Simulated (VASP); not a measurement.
Input of a VASP 6.6.1 run:

File INCAR:

```
ALGO = Normal
EDIFF = 1E-7
ENCUT = 520
GGA = PE
ISIF = 2
ISMEAR = 0
LASPH = True
LCHARG = False
LREAL = False
LWAVE = False
NBANDS = 11
NELM = 80
PREC = Accurate
SIGMA = 0.1
```

File KPOINTS:

```
k-points
0
Gamma
  18 18 18
```

File POSCAR:

```
MgB2
1.0
    1.5233737005      0.8795202160      4.1506474292
   -1.5233737005      0.8795202160      4.1506474292
    0.0000000000     -1.7590404321      4.1506474292
Mg B
1 2
Direct
    0.0000000000      0.0000000000      0.0000000000
    0.8216469519      0.8216469519      0.8216469519
    0.1783530481      0.1783530481      0.1783530481
```

Potentials or basis: VASP PAW PBE potentials, release 64 (Mg, B).

The run is started by

```bash
$ cat potpaw_PBE.64/Mg/POTCAR potpaw_PBE.64/B/POTCAR > POTCAR
$ mpirun -np 1 vasp_std > vasp.out
```

**Question.** Estimate the band gap on the k mesh.

**Answer.** Zero (band 4 reaches 5.37 eV, above the bottom of band 5 at 2.89 eV).

**Question.** What does it give for the pressure?

**Answer.** -0.1 GPa.

**Question.** Predict the largest force.

**Answer.** 0.016 eV/Å.

Forces in eV/Å, atoms in the order of the input:
```
Mg   0.000  0.000  0.000
B    0.000  0.000 -0.016
B    0.000  0.000  0.016
```
